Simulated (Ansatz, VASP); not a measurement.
**B3Pd in VASP and in Ansatz**

```
B Pd
1.0
     4.95120    0.00000    0.00000
    -2.47560    4.28787    0.00000
     0.00000    0.00000    3.31986
B Pd
6 2
Direct
  0.11829 0.23658 0.25000
  0.11829 0.88171 0.25000
  0.76342 0.88171 0.25000
  0.88171 0.76342 0.75000
  0.88171 0.11829 0.75000
  0.23658 0.11829 0.75000
  0.33333 0.66667 0.75000
  0.66667 0.33333 0.25000
```

Change from the starting cell: species swapped into the InCu3 type (P6_3/mmc, No. 194).

Alike in both runs: functional PBE; k mesh 4 × 4 × 5; occupations gaussian, width 0.2 eV; no spin polarisation.

Ansatz relaxed the structure, and its values are those at the end. VASP's run is a single point on that final structure, the one shown.

```csv
,VASP,Ansatz
version,VASP 6.6.1,Ansatz 0.2.0
potentials or method,"VASP PAW PBE potentials, release 64 (B, Pd), cutoff 500 eV","scalar-relativistic, plane waves, PAW"
valence electrons in the cell,38,54
```

|  | VASP | Ansatz | Ansatz less VASP |
| --- | --- | --- | --- |
| gap on the k mesh at the Fermi level (eV) | none | none | - |
| pressure (GPa) | 0.5 | 0.4 | -0.09 |
| rms of the force components (eV/Å) | 0.004 | 0.012 | +0.0086 |

A gap of «none» marks a metal or a gap that the smearing closes. With one functional, cell and mesh, what is left measures potentials, basis and numerics. VASP's potentials hold 38 valence electrons a cell and Ansatz's 54, so a difference there can come from the potentials and not from the codes.

The k mesh is coarse, so the values compare programs but aren't converged.
